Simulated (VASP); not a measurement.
# In (P6_3/mmc) in VASP: single point with PBEsol

Aim: the single point of In with PBEsol.

All numbers are computed with VASP 6.6.1; they aren't measurements. Logs are shortened: lines on timing, memory, paths and dates and some standing lists are left out, and cuts for length are marked.

### 1 The cell of the first run

Symmetry: P6_3/mmc, No. 194, hexagonal system. Conventional cell: a = 2.502 Å, b = 2.502 Å, c = 4.090 Å, α = 90.00°, β = 90.00°, γ = 120.00°. In (site symmetry -6m2) has 12 In at 2.50 Å within 3.3 Å.

This isn't the form of In at room conditions, which is tetragonal.

### 2 Single point, PBEsol (11.08 Å³/atom)

Contents of POSCAR:

```
In
1.0
    2.5016248647      0.0000000000      0.0000000000
   -1.2508124324      2.1664706836      0.0000000000
    0.0000000000      0.0000000000      4.0901930551
In
2
Direct
    0.3333333333      0.6666666667      0.2500000000
    0.6666666667      0.3333333333      0.7500000000
```

Contents of INCAR.step1:

```
  PREC = Accurate
  ENCUT = 520
  EDIFF = 1E-6
  ISMEAR = -1
  SIGMA = 0.1
  LREAL = F
  LASPH = T
  NELM = 100
  ALGO = Normal
  ISIF = 2
  LWAVE = F
  LCHARG = T
  GGA = PS
  NBANDS = 20
```

Contents of KPOINTS.step1:

```
Automatic mesh
0
Gamma
  13 13 7
```

Contents of INCAR.step2:

```
  PREC = Accurate
  ENCUT = 520
  EDIFF = 1E-6
  ISMEAR = -5
  SIGMA = 0.1
  LREAL = F
  LASPH = T
  NELM = 100
  ALGO = Normal
  ISIF = 2
  LWAVE = F
  LCHARG = F
  GGA = PS
  LORBIT = 10
  NBANDS = 20
  NEDOS = 1001
  ICHARG = 11
```

Contents of KPOINTS.step2:

```
Automatic mesh
0
Gamma
  20 20 11
```

Potentials or basis: VASP PAW PBE potentials, release 64 (In_d).

The run is started by

```sh
cat potpaw_PBE.64/In_d/POTCAR > POTCAR
cp INCAR.step1 INCAR
cp KPOINTS.step1 KPOINTS
mpirun -np 1 vasp_std > vasp.out
cp INCAR.step2 INCAR
cp KPOINTS.step2 KPOINTS
mpirun -np 1 vasp_std > vasp.out
```

OUTCAR:

```text
PREC = Accurate
   ENCUT = 520
   EDIFF = 1E-6
   ISMEAR = -5
   LREAL = F
   LASPH = T
   NELM = 100
   ISIF = 2
   GGA = PS
   LORBIT = 10
   ICHARG = 11

 ion  position               nearest neighbor table
   1  0.333  0.667  0.250-   2 2.50   2 2.50   2 2.50   2 2.50   2 2.50   2 2.50   2 3.54   2 3.54
                             2 3.54   2 3.54   2 3.54   2 3.54
   2  0.667  0.333  0.750-   1 2.50   1 2.50   1 2.50   1 2.50   1 2.50   1 2.50   1 3.54   1 3.54
                             1 3.54   1 3.54   1 3.54   1 3.54

  LATTYP: Found a hexagonal cell.
 ALAT       =     2.5016248647
 C/A-ratio  =     1.6350145511

  Lattice vectors:

 A1 = (   2.5016248647,   0.0000000000,   0.0000000000)
 A2 = (  -1.2508124324,   2.1664706836,   0.0000000000)
 A3 = (   0.0000000000,   0.0000000000,   4.0901930551)

Analysis of symmetry for initial positions (statically):
=====================================================================
 Subroutine PRICEL returns:
 Original cell was already a primitive cell.

 Routine SETGRP: Setting up the symmetry group for a
 hexagonal supercell.

 Subroutine GETGRP returns: Found 24 space group operations
 (whereof 12 operations were pure point group operations)
 out of a pool of 24 trial point group operations.

The static configuration has the point symmetry D_3d.
 The point group associated with its full space group is D_6h.

Analysis of symmetry for dynamics (positions and initial velocities):
=====================================================================
 Subroutine PRICEL returns:
 Original cell was already a primitive cell.

 Routine SETGRP: Setting up the symmetry group for a
 hexagonal supercell.

 Subroutine GETGRP returns: Found 24 space group operations
 (whereof 12 operations were pure point group operations)
 out of a pool of 24 trial point group operations.

The dynamic configuration has the point symmetry D_3d.
 The point group associated with its full space group is D_6h.

 Subroutine INISYM returns: Found 24 space group operations
 (whereof 12 operations are pure point group operations),
 and found     1 'primitive' translations

----------------------------------------------------------------------------------------

                                     Primitive cell

  volume of cell :      22.1676

  direct lattice vectors                    reciprocal lattice vectors
     2.501624865  0.000000000  0.000000000     0.399740191  0.230790107  0.000000000
    -1.250812432  2.166470684  0.000000000     0.000000000  0.461580213  0.000000000
     0.000000000  0.000000000  4.090193055     0.000000000  0.000000000  0.244487237

  length of vectors
     2.501624865  2.501624865  4.090193055     0.461580213  0.461580213  0.244487237

  position of ions in fractional coordinates (direct lattice)
     0.333333333  0.666666667  0.250000000
     0.666666667  0.333333333  0.750000000

  ion indices of the primitive-cell ions
   primitive index   ion index
                 1           1
                 2           2

----------------------------------------------------------------------------------------

 KPOINTS: Automatic mesh

Automatic generation of k-mesh.
 Grid dimensions read from file:
 generate k-points for:   20   20   11

 Generating k-lattice:

  Cartesian coordinates                     Fractional coordinates (reciprocal lattice)
     0.019987010  0.011539505  0.000000000     0.050000000  0.000000000  0.000000000
     0.000000000  0.023079011  0.000000000     0.000000000  0.050000000  0.000000000
     0.000000000  0.000000000  0.022226112     0.000000000  0.000000000  0.090909091

  Length of vectors
     0.023079011  0.023079011  0.022226112

  Shift w.r.t. Gamma in fractional coordinates (k-lattice)
     0.000000000  0.000000000  0.000000000

 TETIRR: Found   4310 inequivalent tetrahedra from    26400

 Subroutine IBZKPT returns following result:
 ===========================================

 Found    264 irreducible k-points:

 Following reciprocal coordinates:
            Coordinates               Weight
  0.000000  0.000000  0.000000      1.000000
  0.050000  0.000000  0.000000      6.000000
  0.100000  0.000000  0.000000      6.000000
  0.150000  0.000000  0.000000      6.000000
  0.200000  0.000000  0.000000      6.000000
  0.250000 -0.000000  0.000000      6.000000
[... 16 lines left out ...]
  0.200000  0.100000  0.000000     12.000000
  0.250000  0.100000  0.000000     12.000000
 [... further k-points ...]
   k-points           NKPTS =    264   k-points in BZ     NKDIM =    264   number of bands    NBANDS=     20
   number of dos      NEDOS =   1001   number of ions     NIONS =      2
   total plane-waves  NPLWV =  12000
   dimension x,y,z NGX =    20 NGY =   20 NGZ =   30
   dimension x,y,z NGXF=    40 NGYF=   40 NGZF=   60
   ions per type =               2
   NGX,Y,Z   is equivalent  to a cutoff of  13.29, 13.29, 12.19 a.u.
   NGXF,Y,Z  is equivalent  to a cutoff of  26.58, 26.58, 24.39 a.u.
 SYSTEM =  unknown system
   PREC   = accura    normal or accurate (medium, high low for compatibility)
   ISTART =      0    job   : 0-new  1-cont  2-samecut
   ICHARG =     11    charge: 1-file 2-atom 10-const
   ISPIN  =      1    spin polarized calculation?
   LNONCOLLINEAR =      F non collinear calculations
   LSORBIT =      F    spin-orbit coupling
   LASPH  =      T    aspherical Exc in radial PAW
   ENCUT  =  520.0 eV  38.22 Ry    6.18 a.u.   4.65  4.65  7.61*2*pi/ulx,y,z
   NELM   =    100;   NELMIN=  2; NELMDL=  0     # of ELM steps
   EDIFF  = 0.1E-05   stopping-criterion for ELM
   LREAL  =      F    real-space projection
   EDIFFG = 0.1E-04   stopping-criterion for IOM
   NSW    =      0    number of steps for IOM
   IBRION =     -1    ionic relax: 0-MD 1-quasi-New 2-CG
   NFREE  =      0    steps in history (QN), initial steepest desc. (CG)
   ISIF   =      2    stress and relaxation
   ISYM   =      2    0-nonsym 1-usesym 2-fastsym
   POTIM  = 0.5000    time-step for ionic-motion
   TEBEG  =    0.0;   TEEND  =   0.0 temperature during run
   PSTRESS=    0.0 pullay stress
   NELECT =      26.0000    total number of electrons
   NUPDOWN=      -1.0000    fix difference up-down
   EMIN   =  10.00;   EMAX   =-10.00  energy-range for DOS
   EFERMI =   0.00;   METHOD = LEGACY
   ISMEAR =    -5;   SIGMA  =   0.10  broadening in eV -4-tet -1-fermi 0-gaus
   EFERMI_NEDOS =   21; number of points for ismear=-14 and -15
   IALGO  =     38    algorithm
   IMIX   =      4    mixing-type and parameters
     AMIX     =   0.40;   BMIX     =  1.00
     AMIX_MAG =   1.60;   BMIX_MAG =  1.00
  volume/ion in A,a.u.               =      11.08        74.80
  Fermi-wavevector in a.u.,A,eV,Ry     =   1.726473  3.262560 40.554987  2.980707
  Thomas-Fermi vector in A             =   2.801778
   LORBIT       =     10    0 simple, 1 ext, 2 COOP (PROOUT), +10 PAW based schemes
   GGA     = PS    functional components
   LHFCALC =     F    Hartree Fock is set to
   AEXX    =    0.0000 exact exchange contribution
   IVDW    =     0    specifies the selected vdW correction
   LEPSILON=     F    determine dielectric tensor
   LRPA    =     F    only Hartree local field effects (RPA)
 non-spin polarized calculation
 Fermi weights with tetrahedron method with Bloechl corrections
  energy-cutoff  :      520.00
  volume of cell :       22.17
 maximum number of plane-waves:       615
 NGX is ok and might be reduce to    20

 number of electron      25.9999991 magnetization

 Free energy of the ion-electron system (eV)
  ---------------------------------------------------
  ext. energy  EPLUGINS =         0.00000000
  ---------------------------------------------------
  free energy    TOTEN  =         6.59870478 eV

  energy without entropy =        6.59870478  energy(sigma->0) =        6.59870478

 E-fermi :  23.9455     XC(G=0): -15.2506

 val. band max:       24.1746703007   @ k =   0.3500   0.2000   0.2727
 cond. band min:      23.7019135149   @ k =   0.3000   0.3000   0.4545
 fundamental gap:     -0.4727567858
 Fermi energy:        23.9455305688

 k-point     1 :       0.0000    0.0000    0.0000
  band No.  band energies     occupation
      1       3.5167      2.00000
      2       4.3626      2.00000
      3       5.0853      2.00000
      4       5.2382      2.00000
      5       5.2382      2.00000
      6       5.5345      2.00000
[... 12 lines left out ...]
     19      41.6156      0.00000
     20      41.6171      0.00000

 k-point     2 :       0.0500    0.0000    0.0000
  band No.  band energies     occupation
      1       3.5629      2.00000
      2       4.4543      2.00000
      3       5.0327      2.00000
      4       5.2884      2.00000
      5       5.2936      2.00000
      6       5.5212      2.00000
[... 12 lines left out ...]
     19      40.9343      0.00000
     20      42.2302      0.00000

 k-point     3 :       0.1000    0.0000    0.0000
  band No.  band energies     occupation
      1       3.6862      2.00000
      2       4.6718      2.00000
      3       4.9596      2.00000
      4       5.3920      2.00000
      5       5.4358      2.00000
      6       5.5392      2.00000
[... 12 lines left out ...]
     19      39.1745      0.00000
     20      42.2706      0.00000

 k-point     4 :       0.1500    0.0000    0.0000
  band No.  band energies     occupation
      1       3.8306      2.00000
      2       4.7225      2.00000
      3       5.0434      2.00000
      4       5.4541      2.00000
      5       5.5988      2.00000
      6       5.6708      2.00000
[... 12 lines left out ...]
     19      38.7213      0.00000
     20      42.5128      0.00000

 k-point     5 :       0.2000    0.0000    0.0000
  band No.  band energies     occupation
      1       3.8887      2.00000
      2       4.6551      2.00000
      3       5.1261      2.00000
      4       5.2680      2.00000
      5       5.6080      2.00000
      6       5.6523      2.00000
[... 12 lines left out ...]
     19      39.0574      0.00000
     20      42.3166      0.00000

 k-point     6 :       0.2500   -0.0000    0.0000
  band No.  band energies     occupation
      1       3.8035      2.00000
      2       4.5580      2.00000
      3       4.8892      2.00000
      4       5.2693      2.00000
      5       5.5154      2.00000
      6       5.8298      2.00000
[... 12 lines left out ...]
     19      38.2161      0.00000
     20      42.1446      0.00000

 k-point     7 :       0.3000    0.0000    0.0000
  band No.  band energies     occupation
      1       3.6424      2.00000
      2       4.4185      2.00000
      3       4.5224      2.00000
      4       5.3871      2.00000
      5       5.4797      2.00000
      6       6.0161      2.00000
[... 12 lines left out ...]
     19      37.4008      0.00000
     20      41.0018      0.00000
[... 277 lines left out ...]
 k-point    20 :       0.4500    0.0500    0.0000
  band No.  band energies     occupation
      1       3.2735      2.00000
      2       3.7911      2.00000
      3       4.1026      2.00000
      4       5.1217      2.00000
      5       5.7057      2.00000
      6       5.9359      2.00000
[... 12 lines left out ...]
     19      37.4604      0.00000
     20      37.9421      0.00000

 k-point    21 :       0.1000    0.1000    0.0000
  band No.  band energies     occupation
      1       3.9379      2.00000
      2       4.6555      2.00000
      3       5.2272      2.00000
      4       5.4215      2.00000
      5       5.5379      2.00000
      6       5.6189      2.00000
[... 12 lines left out ...]
     19      38.1109      0.00000
     20      41.2725      0.00000

 k-point    22 :       0.1500    0.1000    0.0000
  band No.  band energies     occupation
      1       4.0437      2.00000
      2       4.5575      2.00000
      3       5.2109      2.00000
      4       5.2979      2.00000
      5       5.4825      2.00000
      6       5.5480      2.00000
[... 12 lines left out ...]
     19      38.3772      0.00000
     20      40.9418      0.00000

 k-point    23 :       0.2000    0.1000    0.0000
  band No.  band energies     occupation
      1       3.9926      2.00000
      2       4.5334      2.00000
      3       4.8412      2.00000
      4       5.3098      2.00000
      5       5.3626      2.00000
      6       5.7596      2.00000
[... 12 lines left out ...]
     19      38.5949      0.00000
     20      40.0872      0.00000

 k-point    24 :       0.2500    0.1000    0.0000
  band No.  band energies     occupation
      1       3.8363      2.00000
      2       4.4900      2.00000
      3       4.4915      2.00000
      4       5.2629      2.00000
      5       5.4442      2.00000
      6       5.9622      2.00000
[... 12 lines left out ...]
     19      38.2325      0.00000
     20      39.5084      0.00000

 [... further k-points ...]
[... 5 lines left out ...]
  --------------------------------------------------------------------------------------
  -------------------------------------------------------------------------------------
  Total       43.4890259     43.4890259     44.8876771     -0.0000000      0.0000000      0.0000000
  in kB     3143.1959352   3143.1959353   3244.2843015     -0.0000001      0.0000000      0.0000000
  external PRESSURE =    3176.8920573 kB  Pullay stress =       0.0000000 kB

 VOLUME and BASIS-vectors are now :
 -----------------------------------------------------------------------------
  energy-cutoff  :      520.00
  volume of cell :       22.17
      direct lattice vectors                 reciprocal lattice vectors
     2.501624865  0.000000000  0.000000000     0.399740191  0.230790107  0.000000000
    -1.250812432  2.166470684  0.000000000     0.000000000  0.461580213  0.000000000
     0.000000000  0.000000000  4.090193055     0.000000000  0.000000000  0.244487237

 POSITION                                       TOTAL-FORCE (eV/Angst)
 -----------------------------------------------------------------------------------
     -0.00000      1.44431      1.02255         0.000000     -0.000000      0.000000
      1.25081      0.72216      3.06764        -0.000000      0.000000      0.000000
 -----------------------------------------------------------------------------------
    total drift:                               -0.000000      0.000000     -0.000000

  FREE ENERGIE OF THE ION-ELECTRON SYSTEM (eV)
  ---------------------------------------------------
  free  energy   TOTEN  =         6.5987047846 eV

  energy  without entropy=        6.5987047846  energy(sigma->0) =        6.59870478

 total charge

# of ion       s       p       d       tot
------------------------------------------
    1        1.138   1.568  10.229  12.936
    2        1.138   1.568  10.229  12.936
--------------------------------------------------
tot          2.276   3.136  20.459  25.872
```

It took 2.4 min on 1 thread of Intel Xeon 8259CL, shared host; peak memory 0.21 GiB.

What came out:

| Item | Value |
| --- | --- |
| Valence electrons inside the program's atomic spheres | In 12.94 |

Caveat: the PAW data sets were made with another functional, which shifts forces and pressure a little; spin-orbit coupling is left out, which moves the levels of the heavy elements; tetrahedron occupations give inexact forces and stress in metals.
